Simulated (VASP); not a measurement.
A run of VASP 6.6.1 is set up as follows.

INCAR

```
SYSTEM = AlN
PREC = Accurate
ENCUT = 520
EDIFF = 1E-7
ISMEAR = 0
SIGMA = 0.05
LREAL = .False.
LASPH = .True.
NELM = 60
ALGO = Normal
ISIF = 2
LWAVE = .False.
LCHARG = .True.
GGA = PS
LELF = .True.
LVHAR = .True.
NBANDS = 16
```

The input KPOINTS:

```
regular mesh
0
Gamma
  9 9 6
  0 0 0
```

File POSCAR:

```
AlN
1.0
    3.2222000000      0.0000000000      0.0000000000
   -1.6111000000      2.7905070561      0.0000000000
    0.0000000000      0.0000000000      3.9744000000
Al N
2 2
Direct
    0.3333333333      0.6666666667      0.7500000000
    0.6666666667      0.3333333333      0.2500000000
    0.3333333333      0.6666666667      0.2500000000
    0.6666666667      0.3333333333      0.7500000000
```

Potentials or basis: VASP PAW PBE potentials, release 64 (Al, N).

The run is started by

```sh
$ cat potpaw_PBE.64/Al/POTCAR potpaw_PBE.64/N/POTCAR > POTCAR
$ mpirun -np 1 vasp_std > vasp.out
```

Task: What does it give for the pressure?

Result: 22.7 GPa.

Task: What does it give for the band gap on the k mesh?

Result: 4.01 eV.

Stress tensor (GPa, compression positive):
```
22.01  0.00  0.00
 0.00 22.01  0.00
 0.00  0.00 24.13
```

Caveat: the cell stands under pressure; the PAW data sets were made with another functional, which shifts forces and pressure a little; an odd mesh through Γ misses points on the zone boundary, where band edges can lie.
